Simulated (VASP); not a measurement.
# Cs (Pm-3m) in VASP: a series of runs, part 2 of 2

VASP 6.6.1.

## 4. Single point, PBE

The input, INCAR:

```
ALGO = Normal ; EDIFF = 1E-7
ENCUT = 520 ; GGA = PE
ISIF = 2 ; ISMEAR = -1
LASPH = T ; LCHARG = F
LREAL = F ; LWAVE = F
NBANDS = 10 ; NELM = 80
PREC = Accurate ; SIGMA = 0.1
```

The input, KPOINTS:

```
k-points
0
Gamma
  10 10 10
```

The input, POSCAR:

```
Cs
1.0
    5.0344804847      0.0000000000      0.0000000000
    0.0000000000      5.0344804847      0.0000000000
    0.0000000000      0.0000000000      5.0344804847
Cs
1
Direct
    0.0000000000      0.0000000000      0.0000000000
```

Potentials or basis: VASP PAW PBE potentials, release 64 (Cs_sv).

Launch:

```
$ cat potpaw_PBE.64/Cs_sv/POTCAR > POTCAR
$ mpirun -np 1 vasp_std > vasp.out
```

OUTCAR:

```text
EDIFF = 1E-7
   ENCUT = 520
   GGA = PE
   ISIF = 2
   ISMEAR = -1
   LASPH = T
   LREAL = F
   NELM = 80
   PREC = Accurate

 ion  position               nearest neighbor table
   1  0.000  0.000  0.000-

  LATTYP: Found a simple cubic cell.
 ALAT       =     5.0344804847

  Lattice vectors:

 A1 = (   5.0344804847,   0.0000000000,   0.0000000000)
 A2 = (   0.0000000000,   5.0344804847,   0.0000000000)
 A3 = (   0.0000000000,   0.0000000000,   5.0344804847)

Analysis of symmetry for initial positions (statically):
=====================================================================
 Subroutine PRICEL returns:
 Original cell was already a primitive cell.

 Routine SETGRP: Setting up the symmetry group for a
 simple cubic supercell.

 Subroutine GETGRP returns: Found 48 space group operations
 (whereof 48 operations were pure point group operations)
 out of a pool of 48 trial point group operations.

The static configuration has the point symmetry O_h .

Analysis of symmetry for dynamics (positions and initial velocities):
=====================================================================
 Subroutine PRICEL returns:
 Original cell was already a primitive cell.

 Routine SETGRP: Setting up the symmetry group for a
 simple cubic supercell.

 Subroutine GETGRP returns: Found 48 space group operations
 (whereof 48 operations were pure point group operations)
 out of a pool of 48 trial point group operations.

The dynamic configuration has the point symmetry O_h .

 Subroutine INISYM returns: Found 48 space group operations
 (whereof 48 operations are pure point group operations),
 and found     1 'primitive' translations

----------------------------------------------------------------------------------------

                                     Primitive cell
[... 99 lines left out ...]
   PSTRESS=    0.0 pullay stress
   NELECT =       9.0000    total number of electrons
   NUPDOWN=      -1.0000    fix difference up-down
   EMIN   =  10.00;   EMAX   =-10.00  energy-range for DOS
   EFERMI =   0.00;   METHOD = LEGACY
   ISMEAR =    -1;   SIGMA  =   0.10  broadening in eV -4-tet -1-fermi 0-gaus
   EFERMI_NEDOS =   21; number of points for ismear=-14 and -15
   IALGO  =     38    algorithm
   IMIX   =      4    mixing-type and parameters
     AMIX     =   0.40;   BMIX     =  1.00
     AMIX_MAG =   1.60;   BMIX_MAG =  1.00
  volume/ion in A,a.u.               =     127.60       861.11
  Fermi-wavevector in a.u.,A,eV,Ry     =   0.676396  1.278203  6.224822  0.457511
  Thomas-Fermi vector in A             =   1.753696
   LORBIT       =      0    0 simple, 1 ext, 2 COOP (PROOUT), +10 PAW based schemes
   GGA     = PE    functional components
[... 5 lines left out ...]
 non-spin polarized calculation
  energy-cutoff  :      520.00
  volume of cell :      127.60
 maximum number of plane-waves:      3470
 NGX is ok and might be reduce to    40
   NGX = 19   NGY = 19   NGZ = 19

 number of electron       9.0000000 magnetization

 Free energy of the ion-electron system (eV)
  ---------------------------------------------------
  ext. energy  EPLUGINS =         0.00000000
  ---------------------------------------------------
  free energy    TOTEN  =        -0.77739945 eV

  energy without entropy =       -0.73904517  energy(sigma->0) =       -0.75822231

 E-fermi :   0.2360     XC(G=0):  -5.1409

 val. band max:        0.2198352157   @ k =   0.5000   0.1000   0.1000
 cond. band min:       0.2700991800   @ k =   0.4000   0.2000   0.2000
 fundamental gap:      0.0502639643
 Fermi energy:         0.2360170409

 k-point     1 :       0.0000    0.0000    0.0000
  band No.  band energies     occupation
      1     -23.8237      2.00000
      2     -10.5576      2.00000
      3     -10.5576      2.00000
      4     -10.5576      2.00000
      5      -1.3431      2.00000
      6       1.5873      0.00000
      7       1.5873      0.00000
      8       4.4356      0.00000
      9       4.4356      0.00000
     10       4.4356      0.00000
[... 287 lines left out ...]
 k-point    24 :       0.3000    0.1000    0.1000
  band No.  band energies     occupation
      1     -23.8185      2.00000
      2     -10.6567      2.00000
      3     -10.5630      2.00000
      4     -10.5617      2.00000
      5      -0.5374      1.99913
      6       1.4543      0.00001
      7       1.8985      0.00000
      8       3.1312      0.00000
      9       3.1386      0.00000
     10       4.0996      0.00000

 [... further k-points ...]
[... 5 lines left out ...]
  --------------------------------------------------------------------------------------
  -------------------------------------------------------------------------------------
  Total       -0.0006978     -0.0006978     -0.0006978      0.0000000      0.0000000      0.0000000
  in kB       -0.0087609     -0.0087609     -0.0087609      0.0000000      0.0000000      0.0000000
  external PRESSURE =      -0.0087609 kB  Pullay stress =       0.0000000 kB

 VOLUME and BASIS-vectors are now :
 -----------------------------------------------------------------------------
  energy-cutoff  :      520.00
  volume of cell :      127.60
      direct lattice vectors                 reciprocal lattice vectors
     5.034480485  0.000000000  0.000000000     0.198630227  0.000000000  0.000000000
     0.000000000  5.034480485  0.000000000     0.000000000  0.198630227  0.000000000
     0.000000000  0.000000000  5.034480485     0.000000000  0.000000000  0.198630227

 POSITION                                       TOTAL-FORCE (eV/Angst)
 -----------------------------------------------------------------------------------
      0.00000      0.00000      0.00000         0.000000      0.000000      0.000000
 -----------------------------------------------------------------------------------
    total drift:                               -0.000000     -0.000000     -0.000000

  FREE ENERGIE OF THE ION-ELECTRON SYSTEM (eV)
  ---------------------------------------------------
  free  energy   TOTEN  =        -0.7773994464 eV

  energy  without entropy=       -0.7390451703  energy(sigma->0) =       -0.75822231
```

OSZICAR:

```text
N       E                     dE             d eps       ncg     rms          rms(c)
DAV:   1     0.541409657397E+02    0.54141E+02   -0.27738E+03  1120   0.609E+02
DAV:   2     0.468969676887E+01   -0.49451E+02   -0.48301E+02  1512   0.105E+02
DAV:   3    -0.694846779843E+00   -0.53845E+01   -0.53773E+01  1280   0.412E+01
DAV:   4    -0.776694322092E+00   -0.81848E-01   -0.81832E-01  1406   0.597E+00
DAV:   5    -0.777140123099E+00   -0.44580E-03   -0.44579E-03  1524   0.409E-01    0.147E-01
DAV:   6    -0.776987557800E+00    0.15257E-03   -0.15167E-03  1530   0.182E-01    0.105E-01
DAV:   7    -0.777337702106E+00   -0.35014E-03   -0.48760E-03  1478   0.336E-01    0.449E-02
DAV:   8    -0.777390689398E+00   -0.52987E-04   -0.16035E-04  1290   0.796E-02    0.700E-03
DAV:   9    -0.777399028164E+00   -0.83388E-05   -0.90592E-06  1336   0.141E-02    0.496E-03
DAV:  10    -0.777399099570E+00   -0.71406E-07   -0.28180E-06  1242   0.854E-03    0.102E-03
DAV:  11    -0.777399317055E+00   -0.21749E-06   -0.62320E-08  1330   0.134E-03    0.448E-04
DAV:  12    -0.777399457071E+00   -0.14002E-06   -0.35703E-08  1132   0.851E-04    0.483E-05
DAV:  13    -0.777399446415E+00    0.10656E-07   -0.10359E-09   632   0.166E-04
   1 F= -.77739945E+00 E0= -.75822231E+00  d E =-.383543E-01
```

Wall time 30 s (1 thread of Intel Xeon 6975P-C (Granite Rapids), shared host); peak memory 0.26 GiB.

What came out:

```yaml
Free_energy: -0.7774 eV
Pressure: 0.0 GPa
```

Caveat: spin-orbit coupling is left out, which moves the levels of the heavy elements.

## 5. The runs side by side

| task | cell | k mesh | cutoff (eV) | gap on the mesh (eV) | pressure (GPa) |
| --- | --- | --- | --- | --- | --- |
| single point | a = 5.034 Å, 1 atom | 7 × 7 × 7 | 520 | none | 0.0 |
| relaxation of cell and atoms | relaxed from a = 4.923 Å, 1 atom | 7 × 7 × 7 | 600 | none | 0.0 |
| single point | a = 5.034 Å, 1 atom | 10 × 10 × 10 | 520 | none | 0.0 |

Alike in all rows: level PBE; potentials or basis VASP PAW PBE potentials, release 64 (Cs_sv); no spin polarisation; smearing fermi-dirac 0.1 eV.

Caveats: spin-orbit coupling is left out, which moves the levels of the heavy elements.

Absolute energies hang on the potentials; compare differences alone.
